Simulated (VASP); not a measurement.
Set up this calculation in VASP 6.6.1, as the native input.

```
Task                               : single point
Functional                         : PBE0
Potentials or basis                : VASP PAW PBE potentials, release 64 (B, P)
Cutoff                             : 520 eV
k mesh                             : 6 × 6 × 2
Occupations                        : gaussian, width 0.01 eV
Spin                               : no spin polarisation
Dipole correction                  : no
Grid for exact exchange (PRECFOCK) : Normal
Further INCAR settings             : ALGO = Normal; EDIFF = 1e-07; NBANDS = 16
```

BP:

```
B P
1.0
     3.20394    0.00000    0.00000
    -1.60197    2.77469    0.00000
     0.00000    0.00000    8.46663
B P
2 2
Direct
  0.33333 0.66667 0.25000
  0.66667 0.33333 0.75000
  0.66667 0.33333 0.25000
  0.33333 0.66667 0.75000
```

The input as run:

POSCAR

```
BP
1.0
    3.2039355360      0.0000000000      0.0000000000
   -1.6019677680      2.7746895663      0.0000000000
    0.0000000000      0.0000000000      8.4666271308
B P
2 2
Direct
    0.3333333333      0.6666666667      0.2500000000
    0.6666666667      0.3333333333      0.7500000000
    0.6666666667      0.3333333333      0.2500000000
    0.3333333333      0.6666666667      0.7500000000
```

INCAR.step1

```
PREC = Accurate
ENCUT = 520
EDIFF = 1E-5
ISMEAR = 0
SIGMA = 0.01
LREAL = F
LASPH = T
NELM = 80
ALGO = Normal
ISIF = 2
LWAVE = T
NBANDS = 16
GGA = PE
```

INCAR.step2

```
PREC = Accurate
ENCUT = 520
EDIFF = 1E-7
ISMEAR = 0
SIGMA = 0.01
LREAL = F
LASPH = T
NELM = 80
ALGO = Normal
ISIF = 2
LWAVE = F
LCHARG = T
GGA = PE
LHFCALC = T
AEXX = 0.25
PRECFOCK = Normal
LELF = T
LVHAR = T
NBANDS = 16
ISTART = 1
```

KPOINTS

```
regular mesh
0
Gamma
  6 6 2
```

Potentials or basis: VASP PAW PBE potentials, release 64 (B, P).

Run with:

```sh
$ cat potpaw_PBE.64/B/POTCAR potpaw_PBE.64/P/POTCAR > POTCAR
$ cp INCAR.step1 INCAR
$ mpirun -np 1 vasp_std > vasp.out
$ cp INCAR.step2 INCAR
$ mpirun -np 1 vasp_std > vasp.out
```

Results of the run:

```yaml
Pressure: -0.6 GPa
Band_gap_on_the_k_mesh: 1.98 eV, direct
```

Caveat: the PAW data sets were made with another functional, which shifts forces and pressure a little; this functional lacks dispersion, which binds the layers, so the pressure and a relaxed spacing across them are unreliable.

It took 5.7 min on 1 thread of Intel(R) Xeon(R) 6975P-C (Granite Rapids), with other jobs on the host, peak memory 0.19 GiB.
